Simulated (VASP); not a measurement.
Write the native input for VASP 6.6.1 that does the following.

| Property | Result |
| --- | --- |
| Task | single point |
| Functional | PBE |
| Dispersion | D3(BJ) |
| Potentials or basis | VASP PAW PBE potentials, release 64 (S) |
| Cutoff | 520 eV |
| k mesh | 2 × 2 × 2, shifted |
| Occupations | fermi-dirac, width 0.0689 eV |
| Spin | no spin polarisation |
| Dipole correction | no |
| Further INCAR settings | LREAL = Auto; ALGO = Normal; EDIFF = 1e-07; NBANDS = 69 |

The structure of S lies in POSCAR:

```
S
1.0
    0.0000000000     -6.2714090000     -2.8418800000
    5.4311990000      3.1357040000     -2.8418800000
    5.4311990000     -3.1357040000      7.1047010000
S
18
Direct
    0.4218510719      0.7337844444      0.4934519357
    0.7478586836      0.0849824201      0.1399800605
    0.1023578248      0.4292063460      0.8129817969
    0.4179767172      0.2895572090      0.3501037572
    0.7533262021      0.6449014109      0.0165772055
    0.1099404908      1.0098946689      0.6721587782
    0.7689491049      0.5364199726      0.5828531382
    0.1062993964      0.8652753068      0.2466253988
    0.4333398868      0.2090911071      0.9241233084
    0.5605249608      0.2299268860      0.5168980784
    0.9035579479      0.6006309389      0.1980054211
    0.2730110755      0.9251556414      0.8351477465
    0.5740653549      0.6724397723      0.6811782778
    0.9110682989      0.0391819479      0.3129020027
    0.2161130128      0.3554035396      0.9931633238
    0.2063600094      0.4593242951      0.4389499166
    0.5597324125      0.7948745556      0.1002283489
    0.9046576228      0.1281241975      0.7682793406
```

This cell differs from its parent crystal: dynamics (npt langevin) at 800 K, volume x 1.02, from the last frame before.

These files were run (other wordings do the same):

INCAR

```
SYSTEM = S
ALGO = Normal
EDIFF = 1E-7
ENCUT = 520
GGA = PE
ISIF = 2
ISMEAR = -1
IVDW = 12
LASPH = .True.
LCHARG = .False.
LREAL = Auto
LWAVE = .False.
NBANDS = 69
NELM = 100
PREC = Accurate
SIGMA = 0.0689
```

KPOINTS

```
Automatic mesh
0
Gamma
  2 2 2
  0.5 0.5 0.5
```

Potentials or basis: VASP PAW PBE potentials, release 64 (S).

Run with:

```console
$ cat potpaw_PBE.64/S/POTCAR > POTCAR
$ mpirun -np 1 vasp_std > vasp.out
```

It gave:

```json
{"Pressure": "-1.4 GPa", "Largest force": "1.544 eV/Å", "Band gap on the k mesh": "1.65 eV (least direct gap 1.66 eV)", "Dispersion energy per atom": "-0.242 eV"}
```

Caveat: the atoms stand as in a frame of molecular dynamics; a shifted mesh leaves out Γ, where band edges can lie; forces of over 1 eV/Å act on the atoms, so gaps and moduli don't describe the material at rest.

Run time: 5.9 min on 1 thread of Intel Xeon 8259CL, on a shared host, peak memory 0.45 GiB.
